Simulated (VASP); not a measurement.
# HfB5: relaxation of cell and atoms with PBE

HfB5:

```
Hf B
1.0
     4.32520    0.00000    0.00000
    -2.16260    3.74573    0.00000
     0.00000    0.00000    2.94520
Hf B
1 5
Direct
  0.00000 0.00000 0.00000
  0.33333 0.66667 0.00000
  0.66667 0.33333 0.00000
  0.50000 0.00000 0.50000
  0.50000 0.50000 0.50000
  0.00000 0.50000 0.50000
```

```yaml
Program: VASP 6.6.1
Task: relaxation of cell and atoms
Functional: PBE
Potentials_or_basis: VASP PAW PBE potentials, release 64 (Hf_pv, B)
Cutoff: 600 eV
k_mesh: 12 × 12 × 12
Occupations: gaussian, width 0.1 eV
Spin: no spin polarisation
Dipole_correction: no
Further_INCAR_settings: ALGO = Normal; EDIFF = 1e-06; IBRION = 2; EDIFFG = -0.01; NSW = 100; ISIF = 3
```

* Relaxed volume: 7.95 Å³/atom
* Relaxed cell: a = 4.327 Å, b = 4.327 Å, c = 2.940 Å, α = 90.00°, β = 90.00°, γ = 120.00°
* Space group after relaxing (to 0.05 Å): P6/mmm (No. 191)
* Energy gained by relaxing: 0.0 meV/atom
* Ionic steps: 3
* Pressure after relaxing: 0.1 GPa

Step by step:
| step | energy change (eV) | largest force (eV/Å) | pressure (GPa) | volume (Å³) |
| --- | --- | --- | --- | --- |
| 1 | 0.0000 | 0.0000 | -0.18 | 47.72 |
| 2 | -0.0002 | 0.0000 | 0.22 | 47.65 |
| 3 | -0.0003 | 0.0000 | 0.11 | 47.67 |

Final structure:
```
CELL_PARAMETERS angstrom
4.32701 0.00000 0.00000
-2.16350 3.74730 0.00000
0.00000 0.00000 2.94009
ATOMIC_POSITIONS crystal
Hf 0.00000 0.00000 0.00000
B 0.33333 0.66667 0.00000
B 0.66667 0.33333 0.00000
B 0.50000 0.00000 0.50000
B 0.50000 0.50000 0.50000
B 0.00000 0.50000 0.50000
```

Levels at points of the mesh, in eV from the Fermi level:
```
           k point  band 9  band 10  band 11  band 12  band 13  band 14  band 15  band 16
(0.00, 0.00, 0.00)   -5.13    -5.10    -3.51     1.99     2.86     2.86     3.03     3.21
(0.50, 0.00, 0.00)   -3.74    -2.88    -2.25    -1.69     0.74     0.89     1.00     3.01
(0.00, 0.00, 0.50)   -5.80    -5.80    -3.37    -2.82    -2.82     1.36     1.36     4.63
(0.50, 0.00, 0.50)   -6.14    -4.89    -2.76    -0.66    -0.15     1.12     2.48     2.53
```

Run time: 2.8 min on 1 thread of Intel Xeon 6975P-C, with other jobs on the host, peak memory 0.28 GiB.

Caveat: spin-orbit coupling is left out, which moves the levels of the heavy elements.
